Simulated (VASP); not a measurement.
## SnH3: single point with PBE

The system is SnH3.

```
Sn H
1.0
     2.79962    4.84908    0.00000
    -2.79962    4.84908    0.00000
     0.00000   -3.23272    4.58519
Sn H
2 6
Direct
  0.00000 0.00000 0.00000
  0.50000 0.50000 0.50000
  0.75042 0.74958 0.75000
  0.25000 0.75042 0.75000
  0.74958 0.25000 0.75000
  0.24958 0.25042 0.25000
  0.75000 0.24958 0.25000
  0.25042 0.75000 0.25000
```

```
Program             : VASP 6.6.1
Task                : single point
Functional          : PBE
Potentials or basis : VASP PAW PBE potentials, release 64 (Sn_d, H)
Cutoff              : 520 eV
k mesh              : 5 × 5 × 5
Occupations         : fermi-dirac, width 0.0351 eV
Spin                : no spin polarisation
```

```yaml
Pressure: -0.1 GPa
Band_gap_on_the_k_mesh: zero (bands 17 and 18 overlap by 1.55 eV)
```

Levels at points of the mesh, in eV from the Fermi level:
```csv
k point,band 15,band 16,band 17,band 18,band 19,band 20
"(0.00, 0.00, 0.00)",-5.30,-1.95,-1.95,1.27,1.27,1.28
```

Wall time 35 s on 1 thread of Intel(R) Xeon(R) 6975P-C (Granite Rapids) (shared host), peak memory 0.27 GiB.

Caveat: spin-orbit coupling is left out, which moves the levels of the heavy elements.
